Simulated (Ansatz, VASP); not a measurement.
# Al2Cu in VASP and in Ansatz

```
Al Cu
1.0
    -2.14002    2.14002    3.03595
     2.14002   -2.14002    3.03595
     2.14002    2.14002   -3.03595
Al Cu
2 1
Direct
  0.75000 0.25000 0.50000
  0.25000 0.75000 0.50000
  0.50000 0.50000 0.00000
```

Alike in both runs: task single point; functional PBE; k mesh 14 × 14 × 14; occupations gaussian, width 0.15 eV; no spin polarisation.

|  | VASP | Ansatz |
| --- | --- | --- |
| version | VASP 6.6.1 | Ansatz 0.2.0 |
| potentials or method | VASP PAW PBE potentials, release 64 (Al, Cu), cutoff 520 eV | scalar-relativistic, plane waves, PAW |
| valence electrons in the cell | 17 | 25 |

|  | VASP | Ansatz | Ansatz less VASP |
| --- | --- | --- | --- |
| gap on the k mesh at the Fermi level (eV) | none | none | - |
| pressure (GPa) | -9.3 | -9.6 | -0.37 |
| traceless stress, the component that is largest in VASP (GPa) | -0.10 | -0.10 | -0.004 |

A gap of «none» marks a metal or a gap that the smearing closes. The functional is the same, so the differences come from potentials, cutoffs and numerics. VASP's potentials hold 17 valence electrons a cell and Ansatz's 25, so a difference there can come from the potentials and not from the codes.
